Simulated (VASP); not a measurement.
Input of a VASP 6.6.1 run:

INCAR

```
SYSTEM = Ru
PREC = Accurate ; ENCUT = 520
EDIFF = 1E-6 ; ISMEAR = -1
SIGMA = 0.1 ; LREAL = .False.
LASPH = .True. ; NELM = 60
ALGO = Normal ; ISIF = 2
LWAVE = .False. ; LCHARG = .False.
GGA = CA ; NBANDS = 36
```

The input KPOINTS:

```
regular mesh
0
Gamma
  14 9 8
  0 0 0
```

Contents of POSCAR:

```
Ru
1.0
   -1.3376082023      2.3168053671      0.0000000000
    0.0000000000      0.0000000000      4.2244496840
    4.0128246070      2.3168053671      0.0000000000
Ru
4
Direct
    0.5000000000      0.2500000000      0.1666666670
    0.0000000000      0.2500000000      0.6666666670
    0.0000000000      0.7500000000      0.3333333330
    0.5000000000      0.7500000000      0.8333333330
```

Potentials or basis: VASP PAW LDA potentials, release 64 (Ru_pv).

The run is started by

```bash
$ cat potpaw_LDA.64/Ru_pv/POTCAR > POTCAR
$ mpirun -np 1 vasp_std > vasp.out
```

Question: What does it give for the largest force?

Answer: 0.010 eV/Å.

Question: Estimate the band gap on the k mesh.

Answer: Zero (band 28 reaches 15.09 eV, above the bottom of band 29 at 12.30 eV).

Question: Estimate the pressure.

Answer: 1.0 GPa.

Forces on the atoms (eV/Å):
```
Ru  -0.009 -0.005  0.000
Ru  -0.009 -0.005  0.000
Ru   0.009  0.005  0.000
Ru   0.009  0.005  0.000
```
